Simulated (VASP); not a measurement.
Set up this calculation in VASP 6.6.1, as the native input.

```yaml
Task: single point
Functional: PBE
Potentials_or_basis: VASP PAW PBE potentials, release 64 (Ga_d, P)
Cutoff: 520 eV
k_mesh: 4 × 4 × 4
Occupations: gaussian, width 0.01 eV
Spin: no spin polarisation
Dipole_correction: no
Further_INCAR_settings: ALGO = Normal; EDIFF = 1e-06; NBANDS = 16
```

The structure of GaP lies in POSCAR:

```
GaP
1.0
    0.0000000000      2.7253992874      2.7253992874
    2.7253992874      0.0000000000      2.7253992874
    2.7253992874      2.7253992874      0.0000000000
Ga P
1 1
Direct
    0.0000000000      0.0000000000      0.0000000000
    0.2500000000      0.2500000000      0.2500000000
```

The input as run:

INCAR

```
ALGO = Normal
EDIFF = 1E-6
ENCUT = 520
GGA = PE
ISIF = 2
ISMEAR = 0
LASPH = True
LCHARG = False
LREAL = False
LWAVE = False
NBANDS = 16
NELM = 100
PREC = Accurate
SIGMA = 0.01
```

KPOINTS

```
k-points
0
Gamma
  4 4 4
```

Potentials or basis: VASP PAW PBE potentials, release 64 (Ga_d, P).

Launch:

```bash
$ cat potpaw_PBE.64/Ga_d/POTCAR potpaw_PBE.64/P/POTCAR > POTCAR
$ mpirun -np 1 vasp_std > vasp.out
```

It gave:

The pressure is 2.8 GPa. The band gap on the k mesh is 1.63 eV, indirect (least direct gap 1.82 eV).

Caveat: the k points lie up to 0.50 Å⁻¹ apart.

Run time: 12 s on 1 thread of Intel(R) Xeon(R) Platinum 8488C (Sapphire Rapids), with other jobs on the host, peak memory 0.16 GiB.
